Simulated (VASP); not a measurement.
Set up this calculation in VASP 6.6.1, as the native input.

- Task: single point
- Functional: PBEsol
- Potentials or basis: VASP PAW PBE potentials, release 64 (Cs_sv, Mg_sv, Bi_d, O)
- Cutoff: 840 eV
- k mesh: 4 × 4 × 4
- Occupations: fermi-dirac, width 0.01 eV
- Spin: no spin polarisation
- Dipole correction: no
- Further INCAR settings: ALGO = Normal; EDIFF = 1e-06; NBANDS = 35

The structure of CsMgBiO3 lies in POSCAR:

```
CsMgBiO3
1.0
    3.1807957088      1.8364332587      3.9175686275
   -3.1807957088      1.8364332587      3.9175686275
    0.0000000000     -3.6728665174      3.9175686275
Cs Mg Bi O
1 1 1 3
Direct
    0.8955504088      0.8955504088      0.8955504088
    0.3124243147      0.3124243147      0.3124243147
    0.5699976558      0.5699976558      0.5699976558
    0.4956070755      0.9806079598      0.4956070755
    0.4956070755      0.4956070755      0.9806079598
    0.9806079598      0.4956070755      0.4956070755
```

One way to write it, as run:

INCAR

```
ALGO = Normal ; EDIFF = 1E-6
ENCUT = 840 ; GGA = PS
GGA_COMPAT = False ; ISIF = 2
ISMEAR = -1 ; LASPH = True
LCHARG = False ; LREAL = False
LWAVE = False ; NBANDS = 35
NELM = 120 ; PREC = Accurate
SIGMA = 0.01
```

KPOINTS

```
k-points
0
Gamma
  4 4 4
```

Potentials or basis: VASP PAW PBE potentials, release 64 (Cs_sv, Mg_sv, Bi_d, O).

Command:

```sh
$ cat potpaw_PBE.64/Cs_sv/POTCAR potpaw_PBE.64/Mg_sv/POTCAR potpaw_PBE.64/Bi_d/POTCAR potpaw_PBE.64/O/POTCAR > POTCAR
$ mpirun -np 1 vasp_std > vasp.out
```

It gave:

```
Pressure               : 0.2 GPa
Largest force          : 0.084 eV/Å
Band gap on the k mesh : 2.85 eV (least direct gap 2.90 eV)
```

Caveat: the PAW data sets were made with another functional, which shifts forces and pressure a little; spin-orbit coupling is left out, which moves the levels of the heavy elements.

It took 2.5 min on 1 thread of Intel(R) Xeon(R) Platinum 8375C CPU @ 2.90GHz (Ice Lake), on a shared host, peak memory 0.45 GiB.
